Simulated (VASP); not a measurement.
# BN (Pm) in VASP: a series of runs, part 2 of 2

VASP 6.6.1.

## (4) Single point, PBEsol (all B atoms moved +0.025 Å, as atom 1 along Cartesian [1 1 0])

The input, INCAR:

```
SYSTEM = BN
ALGO = Normal
EDIFF = 1E-6
ENCUT = 520
GGA = PS
ISIF = 2
ISMEAR = 0
LASPH = .True.
LCHARG = .False.
LREAL = .False.
LWAVE = .False.
NBANDS = 16
NELM = 60
PREC = Accurate
SIGMA = 0.05
```

The input, KPOINTS:

```
k-points
0
Gamma
  12 12 4
  0 0 0
```

The input, POSCAR:

```
BN
1.0
    2.5043488457      0.0000000000      0.0000000000
   -1.2521744229      2.1688297203      0.0000000000
    0.0000000000      0.0000000000      7.0190956742
B N
2 2
Direct
    0.3444675157      0.6748174539      0.2500000000
    0.6778008490      0.3414841205      0.7500000000
    0.3333333333      0.6666666667      0.7500000000
    0.6666666667      0.3333333333      0.2500000000
```

Started as:

```console
$ cat potpaw_PBE.64/B/POTCAR potpaw_PBE.64/N/POTCAR > POTCAR
$ mpirun -np 1 vasp_std > vasp.out
```

Run time: 1.8 min. Hardware: 1 thread of Intel Xeon 6975P-C, shared host; peak memory 0.23 GiB.

It converged, with:

- Free energy: -36.5448 eV
- Pressure: 0.5 GPa
- Largest force: 1.069 eV/Å
- Band gap on the k mesh: 4.24 eV, indirect (least direct gap 4.60 eV)

Forces on the atoms (eV/Å):
```
B   -0.695 -0.735  0.000
B   -0.776 -0.735  0.000
N    0.776  0.735  0.000
N    0.695  0.735  0.000
```

Stress tensor (GPa, compression positive):
```
 0.82  0.09  0.00
 0.09  0.82  0.00
 0.00  0.00 -0.11
```

Levels at points of the mesh, in eV from the valence-band top:
```tsv
k point	band 5	band 6	band 7	band 8	band 9	band 10	band 11	band 12
(0.00, 0.00, 0.00)	-1.58	-1.58	-1.01	-1.00	4.77	9.52	11.16	11.18
(0.50, 0.00, 0.00)	-4.25	-3.96	-1.32	-0.54	4.24	5.41	9.41	9.93
(0.00, 0.50, 0.00)	-4.21	-4.00	-1.31	-0.54	4.25	5.39	9.40	9.91
(0.50, 0.50, 0.00)	-4.14	-4.05	-1.31	-0.55	4.26	5.38	9.40	9.90
(0.00, 0.00, 0.50)	-1.58	-1.58	-1.01	-1.00	6.86	6.86	11.17	11.18
(0.50, 0.00, 0.50)	-4.25	-3.96	-1.01	-0.83	4.49	4.85	9.77	9.85
(0.00, 0.50, 0.50)	-4.21	-4.00	-0.99	-0.86	4.54	4.80	9.77	9.83
(0.50, 0.50, 0.50)	-4.14	-4.06	-0.95	-0.90	4.62	4.72	9.78	9.80
```

Caveat: the cell differs from its parent crystal (all B atoms moved +0.025 Å, as atom 1 along Cartesian [1 1 0]); the PAW data sets were made with another functional, which shifts forces and pressure a little; this functional lacks dispersion, which binds the layers, so the pressure and a relaxed spacing across them are unreliable. A k mesh can miss the band edges.

## (5) Single point, PBEsol (all B atoms moved +0.062 Å, as atom 1 along Cartesian [1 1 0])

The input, INCAR:

```
SYSTEM = BN
ALGO     = Normal         ! electronic algorithm
EDIFF    = 1E-6           ! SCF threshold, eV
ENCUT    = 520            ! plane-wave cutoff, eV
GGA      = PS             ! functional
ISIF     = 2              ! what is computed and relaxed
ISMEAR   = 0              ! smearing method
LASPH    = .TRUE.         ! aspherical terms in the spheres
LCHARG   = .FALSE.        ! write CHGCAR
LREAL    = .FALSE.        ! projectors in reciprocal space
LWAVE    = .FALSE.        ! write WAVECAR
NBANDS   = 16             ! bands
NELM     = 80             ! most SCF steps
PREC     = Accurate       ! precision mode
SIGMA    = 0.05           ! smearing width, eV
```

The input, KPOINTS:

```
k-points
0
G
  12 12 4
  0 0 0
```

POSCAR: that of step 4 with these lines changed.

```diff
@@ -8,4 +8,4 @@
 Direct
-    0.3444675157      0.6748174539      0.2500000000
-    0.6778008490      0.3414841205      0.7500000000
+    0.3611687893      0.6870436347      0.2500000000
+    0.6945021226      0.3537103013      0.7500000000
     0.3333333333      0.6666666667      0.7500000000
```

Potentials or basis: VASP PAW PBE potentials, release 64 (B, N).

Started as:

```console
$ cat potpaw_PBE.64/B/POTCAR potpaw_PBE.64/N/POTCAR > POTCAR
$ mpirun -np 1 vasp_std > vasp.out
```

OUTCAR:

```text
SYSTEM = BN
   EDIFF = 1E-6
   ENCUT = 520
   GGA = PS
   ISIF = 2
   ISMEAR = 0
   LASPH = .TRUE.
   LREAL = .FALSE.
   NELM = 80
   PREC = Accurate

 ion  position               nearest neighbor table
   1  0.361  0.687  0.250-   4 1.40   4 1.43   4 1.51
   2  0.695  0.354  0.750-   3 1.39   3 1.46   3 1.49
   3  0.333  0.667  0.750-   2 1.39   2 1.46   2 1.49
   4  0.667  0.333  0.250-   1 1.40   1 1.43   1 1.51

  LATTYP: Found a hexagonal cell.
 ALAT       =     2.5043488457
 C/A-ratio  =     2.8027627566

  Lattice vectors:

 A1 = (   2.5043488457,   0.0000000000,   0.0000000000)
 A2 = (  -1.2521744229,   2.1688297203,   0.0000000000)
 A3 = (   0.0000000000,   0.0000000000,   7.0190956742)

Analysis of symmetry for initial positions (statically):
=====================================================================
 Subroutine PRICEL returns:
 Original cell was already a primitive cell.

 Routine SETGRP: Setting up the symmetry group for a
 hexagonal supercell.

 Subroutine GETGRP returns: Found  2 space group operations
 (whereof  1 operations were pure point group operations)
 out of a pool of 24 trial point group operations.

The static configuration has the point symmetry C_1 .
 The point group associated with its full space group is C_1h.

Analysis of symmetry for dynamics (positions and initial velocities):
=====================================================================
 Subroutine PRICEL returns:
 Original cell was already a primitive cell.

 Routine SETGRP: Setting up the symmetry group for a
 hexagonal supercell.

 Subroutine GETGRP returns: Found  2 space group operations
 (whereof  1 operations were pure point group operations)
 out of a pool of 24 trial point group operations.

The dynamic configuration has the point symmetry C_1 .
 The point group associated with its full space group is C_1h.

 Subroutine INISYM returns: Found  2 space group operations
 (whereof  1 operations are pure point group operations),
 and found     1 'primitive' translations

[... 114 lines left out ...]
   EFERMI_NEDOS =   21; number of points for ismear=-14 and -15
   IALGO  =     38    algorithm
   IMIX   =      4    mixing-type and parameters
     AMIX     =   0.40;   BMIX     =  1.00
     AMIX_MAG =   1.60;   BMIX_MAG =  1.00
  volume/ion in A,a.u.               =       9.53        64.32
  Fermi-wavevector in a.u.,A,eV,Ry     =   1.225691  2.316220 20.440284  1.502319
  Thomas-Fermi vector in A             =   2.360720
   LORBIT       =      0    0 simple, 1 ext, 2 COOP (PROOUT), +10 PAW based schemes
   GGA     = PS    functional components
   LHFCALC =     F    Hartree Fock is set to
   AEXX    =    0.0000 exact exchange contribution
   IVDW    =     0    specifies the selected vdW correction
   LEPSILON=     F    determine dielectric tensor
   LRPA    =     F    only Hartree local field effects (RPA)
 non-spin polarized calculation
 Gauss-broadening in eV      SIGMA  =   0.05
  energy-cutoff  :      520.00
  volume of cell :       38.12
 maximum number of plane-waves:      1058
   NGX =  9   NGY =  9   NGZ = 27

 number of electron      15.9999998 magnetization

 Free energy of the ion-electron system (eV)
  ---------------------------------------------------
  ext. energy  EPLUGINS =         0.00000000
  ---------------------------------------------------
  free energy    TOTEN  =       -36.40816817 eV

  energy without entropy =      -36.40816817  energy(sigma->0) =      -36.40816817

 E-fermi :   1.9907     XC(G=0):  -9.9241

 val. band max:        1.7266779907   @ k =   0.3333   0.3333   0.5000
 cond. band min:       5.8853713393   @ k =   0.5000  -0.0000   0.0000
 fundamental gap:      4.1586933486
 Fermi energy:         1.9907150982

 k-point     1 :       0.0000    0.0000    0.0000
  band No.  band energies     occupation
      1     -15.9578      2.00000
      2     -15.7615      2.00000
      3      -4.3138      2.00000
      4      -2.6653      2.00000
      5      -0.2649      2.00000
      6      -0.2513      2.00000
[... 433 lines left out ...]
      3      -3.0343      2.00000
      4      -2.9301      2.00000
      5      -2.3109      2.00000
      6      -1.5050      2.00000
[... 8 lines left out ...]
     15      16.0561      0.00000
     16      16.1867      0.00000

 [... further k-points ...]
[... 5 lines left out ...]
  --------------------------------------------------------------------------------------
  -------------------------------------------------------------------------------------
  Total        0.6178706      0.6125943     -0.0276384      0.1346451      0.0000000      0.0000000
  in kB       25.9660962     25.7443605     -1.1615058      5.6584785      0.0000000      0.0000000
  external PRESSURE =      16.8496503 kB  Pullay stress =       0.0000000 kB

 VOLUME and BASIS-vectors are now :
 -----------------------------------------------------------------------------
  energy-cutoff  :      520.00
  volume of cell :       38.12
      direct lattice vectors                 reciprocal lattice vectors
     2.504348846  0.000000000  0.000000000     0.399305393  0.230539076  0.000000000
    -1.252174423  2.168829720  0.000000000     0.000000000  0.461078152  0.000000000
     0.000000000  0.000000000  7.019095674     0.000000000  0.000000000  0.142468495

 POSITION                                       TOTAL-FORCE (eV/Angst)
 -----------------------------------------------------------------------------------
      0.04419      1.49008      1.75477        -1.588685     -1.842712      0.000000
      1.29637      0.76714      5.26432        -2.098565     -1.844143      0.000000
     -0.00000      1.44589      5.26432         2.099012      1.844143      0.000000
      1.25217      0.72294      1.75477         1.588237      1.842712      0.000000
 -----------------------------------------------------------------------------------
    total drift:                                0.000395      0.000398      0.000000

  FREE ENERGIE OF THE ION-ELECTRON SYSTEM (eV)
  ---------------------------------------------------
  free  energy   TOTEN  =       -36.4081681687 eV

  energy  without entropy=      -36.4081681687  energy(sigma->0) =      -36.40816817
```

stdout:

```text
POSCAR found type information on POSCAR B N
 POSCAR found :  2 types and       4 ions
 scaLAPACK will be used
 -----------------------------------------------------------------------------
|                                                                             |
|                                                                             |
|     You enforced a specific xc type in the INCAR file but a different       |
|     I HOPE YOU KNOW WHAT YOU ARE DOING!                                     |
|                                                                             |
 -----------------------------------------------------------------------------

 LDA part: xc-table for (Slater+PW92), standard interpolation
 POSCAR, INCAR and KPOINTS ok, starting setup
 FFT: planning ... GRIDC
 FFT: planning ... GRID_SOFT
 FFT: planning ... GRID
 WAVECAR not read
 entering main loop
```

Run time: 99 s. Hardware: 1 thread of Intel Xeon 6975P-C, shared host; peak memory 0.24 GiB.

What came out:

| Property | Result |
| --- | --- |
| Free energy | -36.4082 eV |
| Pressure | 1.7 GPa |
| Largest force | 2.794 eV/Å |
| Band gap on the k mesh | 4.16 eV, indirect (least direct gap 4.60 eV) |

Forces in eV/Å, atoms in the order of the input:
```
B   -1.589 -1.843  0.000
B   -2.099 -1.844  0.000
N    2.099  1.844  0.000
N    1.588  1.843  0.000
```

Stress tensor (GPa, compression positive):
```
 2.60  0.57  0.00
 0.57  2.57  0.00
 0.00  0.00 -0.12
```

Levels at points of the mesh, in eV from the valence-band top:
```csv
k point,band 4,band 5,band 6,band 7,band 8,band 9,band 10,band 11,band 12,band 13
"(0.00, 0.00, 0.00)",-4.39,-1.99,-1.98,-0.56,-0.54,4.79,9.54,10.59,10.64,11.81
"(0.50, 0.00, 0.00)",-8.73,-4.46,-3.74,-1.35,-0.48,4.16,5.58,9.42,9.97,12.28
"(0.00, 0.50, 0.00)",-8.77,-4.33,-3.80,-1.33,-0.51,4.21,5.51,9.37,9.88,12.29
"(0.50, 0.50, 0.00)",-8.83,-4.13,-3.93,-1.30,-0.53,4.28,5.43,9.32,9.79,12.30
"(0.00, 0.00, 0.50)",-5.30,-1.99,-1.98,-0.56,-0.54,6.88,6.88,10.62,10.64,12.34
"(0.50, 0.00, 0.50)",-8.74,-4.46,-3.74,-1.13,-0.69,4.27,5.16,9.74,9.94,13.04
"(0.00, 0.50, 0.50)",-8.77,-4.33,-3.80,-1.07,-0.75,4.38,5.04,9.69,9.83,13.07
"(0.50, 0.50, 0.50)",-8.84,-4.12,-3.93,-0.97,-0.85,4.58,4.82,9.66,9.71,13.11
```

Caveat: the cell differs from its parent crystal (all B atoms moved +0.062 Å, as atom 1 along Cartesian [1 1 0]); the PAW data sets were made with another functional, which shifts forces and pressure a little; this functional lacks dispersion, which binds the layers, so the pressure and a relaxed spacing across them are unreliable.
